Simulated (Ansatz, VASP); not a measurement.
# Two plane-wave programs on P

```
CELL_PARAMETERS angstrom
0.00000 1.76062 1.76062
1.76062 0.00000 1.76062
1.76062 1.76062 0.00000
ATOMIC_POSITIONS crystal
P 0.00000 0.00000 0.00000
```

Change from the starting cell: volume scaled by 0.75, PAW files.

Alike in both runs: task single point; functional PBE; k mesh 18 × 18 × 18; occupations fermi-dirac, width 0.1 eV; no spin polarisation.

```csv
,VASP,Ansatz
version,VASP 6.6.1,Ansatz 0.2.0
potentials or method,"VASP PAW PBE potentials, release 64 (P)","PAW with Ansatz's default frozen-core files, scalar-relativistic"
plane-wave cutoff (eV),520,420
valence electrons in the cell,5,5
```

```tsv
	VASP	Ansatz	Ansatz less VASP
pressure (GPa)	45.9	46.5	+0.62
```

Both programs put the cell under a high pressure, so it lies far from rest at this level.
